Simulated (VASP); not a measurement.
A run of VASP 6.6.1 is set up as follows.

The input INCAR:

```
PREC = Accurate
ENCUT = 520
EDIFF = 1E-7
ISMEAR = -1
SIGMA = 0.1
LREAL = False
LASPH = True
NELM = 100
ALGO = Normal
ISIF = 2
LWAVE = False
LCHARG = False
GGA = PE
NBANDS = 22
```

KPOINTS

```
regular mesh
0
Gamma
  10 10 5
```

Contents of POSCAR:

```
Rh
1.0
    2.6561196600      0.0000000000      0.0000000000
   -1.3280603163      2.3002669151      0.0000000000
    0.0000000000      0.0000000000      4.3070989184
Rh
2
Direct
    0.6666666667      0.3333333333      0.7500000000
    0.3333333333      0.6666666667      0.2500000000
```

Potentials or basis: VASP PAW PBE potentials, release 64 (Rh_pv).

Launch:

```console
$ cat potpaw_PBE.64/Rh_pv/POTCAR > POTCAR
$ mpirun -np 1 vasp_std > vasp.out
```

Problem. Predict the pressure.

Solution. 21.7 GPa.

Problem. Predict the band gap on the k mesh.

Solution. Zero (band 15 reaches 13.51 eV, above the bottom of band 16 at 11.04 eV).

Stress tensor (GPa, compression positive):
```
21.56  0.00  0.00
 0.00 21.56  0.00
 0.00  0.00 21.88
```
